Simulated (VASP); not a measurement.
A run of VASP 6.6.1 is set up as follows.

File INCAR:

```
SYSTEM = InAs
  PREC = Accurate
  ENCUT = 520
  EDIFF = 1E-6
  ISMEAR = 0
  SIGMA = 0.15
  LREAL = .False.
  LASPH = .True.
  NELM = 80
  ALGO = Normal
  ISIF = 2
  LWAVE = .False.
  LCHARG = .False.
  GGA = PS
  NBANDS = 16
```

Contents of KPOINTS:

```
regular mesh
0
Gamma
  14 14 14
  0 0 0
```

POSCAR

```
InAs
1.0
    0.0000000000      3.0240000000      3.1147200000
    3.0240000000      0.0000000000      3.1147200000
    3.0240000000      3.0240000000      0.0000000000
In As
1 1
Direct
    0.0000000000      0.0000000000      0.0000000000
    0.7500000000      0.7500000000      0.7500000000
```

Potentials or basis: VASP PAW PBE potentials, release 64 (In_d, As).

Launch:

```bash
$ cat potpaw_PBE.64/In_d/POTCAR potpaw_PBE.64/As/POTCAR > POTCAR
$ mpirun -np 1 vasp_std > vasp.out
```

Question: What does it give for the band gap on the k mesh?

Answer: Zero (filled and empty bands touch).

Question: What does it give for the pressure?

Answer: -0.5 GPa.

Stress tensor (GPa, compression positive):
```
-0.13  0.00  0.00
 0.00 -0.13  0.00
 0.00  0.00 -1.22
```

Caveat: the cell differs from its parent crystal (strain +0.0300 x Voigt [0, 0, 1, 0, 0, 0]); the PAW data sets were made with another functional, which shifts forces and pressure a little; spin-orbit coupling is left out, which moves the levels of the heavy elements.
